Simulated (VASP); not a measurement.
# C in VASP: further runs, part 2 of 3

VASP 6.6.1. Earlier steps stand in the parts before.

### Step 4. Single point, r2SCAN

This run uses another cell than the first one.

POSCAR

```
C
1.0
    2.5174486404      0.0000000000      0.0000000000
    0.0000000000      2.5174486404      0.0000000000
    0.0000000000      0.0000000000     20.4503000000
C
6
Direct
    0.7500000000      0.0000000000      0.3949889452
    0.2500000000      0.0000000000      0.4329915974
    0.2500000000      0.5000000000      0.4790266321
    0.7500000000      0.5000000000      0.5209733675
    0.7500000000      0.0000000000      0.5670084030
    0.2500000000      0.0000000000      0.6050110549
```

INCAR.step1

```
SYSTEM = C
PREC     = Accurate       ! precision mode
ENCUT    = 520            ! plane-wave cutoff, eV
ISMEAR   = -1             ! smearing method
SIGMA    = 0.02           ! smearing width, eV
LREAL    = .FALSE.        ! projectors in reciprocal space
LASPH    = .TRUE.         ! aspherical terms in the spheres
NELM     = 60             ! most SCF steps
LDIPOL   = .TRUE.       
IDIPOL   = 3            
DIPOL    = 0.5 0.5 0.500
NBANDS   = 21             ! bands
GGA      = PE             ! functional
ALGO     = Normal         ! electronic algorithm
EDIFF    = 1E-4           ! SCF threshold, eV
LWAVE    = .TRUE.         ! write WAVECAR
LCHARG   = .FALSE.        ! write CHGCAR
```

INCAR.step2

```
SYSTEM = C
PREC     = Accurate       ! precision mode
ENCUT    = 520            ! plane-wave cutoff, eV
EDIFF    = 1E-6           ! SCF threshold, eV
ISMEAR   = -1             ! smearing method
SIGMA    = 0.02           ! smearing width, eV
LREAL    = .FALSE.        ! projectors in reciprocal space
LASPH    = .TRUE.         ! aspherical terms in the spheres
NELM     = 60             ! most SCF steps
ALGO     = Normal         ! electronic algorithm
ISIF     = 2              ! what is computed and relaxed
LWAVE    = .FALSE.        ! write WAVECAR
LCHARG   = .FALSE.        ! write CHGCAR
LDIPOL   = .TRUE.       
IDIPOL   = 3            
DIPOL    = 0.5 0.5 0.500
METAGGA  = R2SCAN         ! meta-GGA
LMIXTAU  = .TRUE.       
NBANDS   = 21             ! bands
ISTART   = 1
```

KPOINTS

```
regular mesh
0
G
  10 10 1
  0 0 0
```

Potentials or basis: VASP PAW PBE potentials, release 64 (C).

The run is started by

```
cat potpaw_PBE.64/C/POTCAR > POTCAR
cp INCAR.step1 INCAR
mpirun -np 1 vasp_std > vasp.out
cp INCAR.step2 INCAR
mpirun -np 1 vasp_std > vasp.out
```

OUTCAR:

```text
SYSTEM = C
   PREC = Accurate
   ENCUT = 520
   EDIFF = 1E-6
   ISMEAR = -1
   LREAL = .FALSE.
   LASPH = .TRUE.
   NELM = 60
   ISIF = 2
   METAGGA = R2SCAN
   ISTART = 1

 ion  position               nearest neighbor table
   1  0.750  0.000  0.395-   2 1.48   2 1.48
   2  0.250  0.000  0.433-   1 1.48   1 1.48   3 1.57   3 1.57
   3  0.250  0.500  0.479-   4 1.52   4 1.52   2 1.57   2 1.57
   4  0.750  0.500  0.521-   3 1.52   3 1.52   5 1.57   5 1.57
   5  0.750  0.000  0.567-   6 1.48   6 1.48   4 1.57   4 1.57
   6  0.250  0.000  0.605-   5 1.48   5 1.48

  LATTYP: Found a simple tetragonal cell.
 ALAT       =     2.5174486404
 C/A-ratio  =     8.1234229258

  Lattice vectors:

 A1 = (   2.5174486404,   0.0000000000,   0.0000000000)
 A2 = (   0.0000000000,   2.5174486404,   0.0000000000)
 A3 = (   0.0000000000,   0.0000000000,  20.4503000000)

Analysis of symmetry for initial positions (statically):
=====================================================================
 Subroutine PRICEL returns:
 Original cell was already a primitive cell.

 Routine SETGRP: Setting up the symmetry group for a
 simple tetragonal supercell.

 Subroutine GETGRP returns: Found  8 space group operations
 (whereof  4 operations were pure point group operations)
 out of a pool of 16 trial point group operations.

The static configuration has the point symmetry C_2h.
 The point group associated with its full space group is D_2h.

Analysis of symmetry for dynamics (positions and initial velocities):
=====================================================================
 Subroutine PRICEL returns:
 Original cell was already a primitive cell.

 Routine SETGRP: Setting up the symmetry group for a
 simple tetragonal supercell.

 Subroutine GETGRP returns: Found  8 space group operations
 (whereof  4 operations were pure point group operations)
 out of a pool of 16 trial point group operations.

The dynamic configuration has the point symmetry C_2h.
 The point group associated with its full space group is D_2h.

 Subroutine INISYM returns: Found  8 space group operations
[... 133 lines left out ...]
   IVDW    =     0    specifies the selected vdW correction
   LEPSILON=     F    determine dielectric tensor
   LRPA    =     F    only Hartree local field effects (RPA)
 non-spin polarized calculation
  energy-cutoff  :      520.00
  volume of cell :      129.60
 maximum number of plane-waves:      3561
   NGX =  9   NGY =  9   NGZ = 77

 number of electron      24.0000003 magnetization

 dipolmoment           0.000000      0.000000      0.000000 electrons x Angstroem

 Free energy of the ion-electron system (eV)
  ---------------------------------------------------
  ext. energy  EPLUGINS =         0.00000000
  ---------------------------------------------------
  free energy    TOTEN  =       -51.93940631 eV

  energy without entropy =      -51.93533527  energy(sigma->0) =      -51.93737079

 E-fermi :  -2.8640     XC(G=0):  -4.6761

 val. band max:       -2.8671005567   @ k =  -0.1000   0.2000   0.0000
 cond. band min:      -2.8477349677   @ k =   0.4000   0.4000   0.0000
 fundamental gap:      0.0193655889
 Fermi energy:        -2.8640176903

 k-point     1 :       0.0000    0.0000    0.0000
  band No.  band energies     occupation
      1     -25.0817      2.00000
      2     -22.4251      2.00000
      3     -18.3148      2.00000
      4     -13.0865      2.00000
      5      -9.5264      2.00000
      6      -8.7522      2.00000
[... 565 lines left out ...]
     20       8.6992      0.00000
     21       8.9390      0.00000

 [... further k-points ...]

------------------------ aborting loop because EDIFF is reached ----------------------------------------

 vacuum level on the upper side and lower side of the slab       (xc-potential included)        -0.014        -0.014

  FORCE on cell =-STRESS in cart. coord.  units (eV):
  Direction    XX          YY          ZZ          XY          YZ          ZX
  --------------------------------------------------------------------------------------
  -------------------------------------------------------------------------------------
  Total       -0.8736318     -5.5890063      0.2105260      0.0000000      0.0000000     -0.0000000
  in kB      -10.7998598    -69.0914427      2.6025276      0.0000000      0.0000000     -0.0000000
  external PRESSURE =     -25.7629250 kB  Pullay stress =       0.0000000 kB

 VOLUME and BASIS-vectors are now :
 -----------------------------------------------------------------------------
  energy-cutoff  :      520.00
  volume of cell :      129.60
      direct lattice vectors                 reciprocal lattice vectors
     2.517448640  0.000000000  0.000000000     0.397227568  0.000000000  0.000000000
     0.000000000  2.517448640  0.000000000     0.000000000  0.397227568  0.000000000
     0.000000000  0.000000000 20.450300000     0.000000000  0.000000000  0.048899038

 POSITION                                       TOTAL-FORCE (eV/Angst)
 -----------------------------------------------------------------------------------
      1.88809      0.00000      8.07764        -0.000000      0.000000     -0.067405
      0.62936      0.00000      8.85481         0.000000      0.000000      0.009856
      0.62936      1.25872      9.79624        -0.000000     -0.000000     -0.003098
      1.88809      1.25872     10.65406        -0.000000      0.000000      0.003098
      1.88809      0.00000     11.59549        -0.000000      0.000000     -0.009856
      0.62936      0.00000     12.37266        -0.000000      0.000000      0.067405
 -----------------------------------------------------------------------------------
    total drift:                                0.000000     -0.000000      0.000001

  FREE ENERGIE OF THE ION-ELECTRON SYSTEM (eV)
  ---------------------------------------------------
  free  energy   TOTEN  =       -51.9394063091 eV

  energy  without entropy=      -51.9353352717  energy(sigma->0) =      -51.93737079

 vacuum level on the upper side and lower side of the slab         4.554         4.554
```

OSZICAR.step1:

```text
N       E                     dE             d eps       ncg     rms          rms(c)
DAV:   1     0.159449294911E+03    0.15945E+03   -0.10504E+04  1512   0.937E+02
DAV:   2    -0.334258440051E+02   -0.19288E+03   -0.18372E+03  2178   0.220E+02
DAV:   3    -0.491299760921E+02   -0.15704E+02   -0.15514E+02  1908   0.680E+01
DAV:   4    -0.494921985638E+02   -0.36222E+00   -0.36107E+00  2257   0.119E+01
DAV:   5    -0.495006120773E+02   -0.84135E-02   -0.84114E-02  2400   0.163E+00    0.907E+00
DAV:   6    -0.482759201884E+02    0.12247E+01   -0.11438E+00  1945   0.606E+00    0.527E+00
DAV:   7    -0.479276913121E+02    0.34823E+00   -0.10458E+00  2163   0.586E+00    0.121E+00
DAV:   8    -0.479305688017E+02   -0.28775E-02   -0.42057E-02  2188   0.126E+00    0.525E-01
DAV:   9    -0.479302203698E+02    0.34843E-03   -0.84080E-03  2159   0.541E-01    0.110E-01
DAV:  10    -0.479300608718E+02    0.15950E-03   -0.12315E-03  2036   0.207E-01    0.368E-02
DAV:  11    -0.479301193919E+02   -0.58520E-04   -0.84109E-05  1334   0.665E-02
   1 F= -.47930119E+02 E0= -.47928159E+02  d E =-.392177E-02
```

It took 7.4 min on 1 thread of Intel Xeon Platinum 8259CL at 2.50GHz (Skylake/Cascade Lake), shared host; peak memory 0.27 GiB.

What came out:

| Property | Result |
| --- | --- |
| Free energy | -51.9394 eV |
| Largest force | 0.067 eV/Å |
| Band gap on the k mesh | zero (bands 12 and 13 overlap by 0.86 eV) |

Forces in eV/Å, atoms in the order of the input:
```
C    0.000  0.000 -0.067
C    0.000  0.000  0.010
C    0.000  0.000 -0.003
C    0.000  0.000  0.003
C    0.000  0.000 -0.010
C    0.000  0.000  0.067
```

Caveat: the PAW data sets were made with another functional, which shifts forces and pressure a little.

(Continued in part 3 of 3.)
